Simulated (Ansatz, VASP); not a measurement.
## Two plane-wave programs on Bi

```
Bi
1.0
     3.44958    0.00000    0.00000
    -1.72479    2.98743    0.00000
     0.00000    0.00000    6.54931
Bi
2
Cartesian
  0.0000 0.0000 4.9202
  0.0000 0.0000 1.6291
```

Alike in both runs: functional PBE; k mesh 6 × 6 × 4; occupations gaussian, width 0.1 eV; no spin polarisation.

Ansatz relaxed the structure, and its values are those at the end. VASP's run is a single point on that final structure, the one shown.

|  | VASP | Ansatz |
| --- | --- | --- |
| version | VASP 6.6.1 | Ansatz 0.2.0 |
| potentials or method | VASP PAW PBE potentials, release 64 (Bi_d), cutoff 520 eV | scalar-relativistic, plane waves, PAW |
| valence electrons in the cell | 30 | 30 |

|  | VASP | Ansatz | Ansatz less VASP |
| --- | --- | --- | --- |
| gap on the k mesh at the Fermi level (eV) | none | none | - |
| pressure (GPa) | -0.2 | -0.2 | +0.07 |
| rms of the force components (eV/Å) | 0.010 | 0.010 | -0.0002 |

A gap of «none» marks a metal or a gap that the smearing closes.

Spin-orbit coupling is off throughout.
